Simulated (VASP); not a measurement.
A run of VASP 6.6.1:

File INCAR:

```
SYSTEM = Bi
ALGO = Normal
EDIFF = 1E-6
ENCUT = 520
ISIF = 2
ISMEAR = -1
LASPH = .TRUE.
LCHARG = .TRUE.
LELF = .TRUE.
LREAL = .FALSE.
LVHAR = .TRUE.
LWAVE = .FALSE.
NBANDS = 22
NELM = 80
PREC = Accurate
SIGMA = 0.08
```

The input KPOINTS:

```
k-points
0
G
  11 11 11
  0 0 0
```

POSCAR

```
Bi
1.0
    0.0000000000      3.4888830254      3.4888830254
    3.4888830254      0.0000000000      3.4888830254
    3.4888830254      3.4888830254      0.0000000000
Bi
2
Direct
   -0.1250000000     -0.1250000000     -0.1250000000
    0.1250000000      0.1250000000      0.1250000000
```

Potentials or basis: VASP PAW LDA potentials, release 64 (Bi_d).

Command:

```bash
$ cat potpaw_LDA.64/Bi_d/POTCAR > POTCAR
$ mpirun -np 1 vasp_std > vasp.out
```

Hardware: 1 thread of Intel Xeon 8259CL, on a shared host.

How long does it take, and how much memory?

Wall time 120 s on 1 thread of Intel Xeon 8259CL, with other jobs on the host, peak memory 0.24 GiB. Counts: scf iterations 10, k points 56.
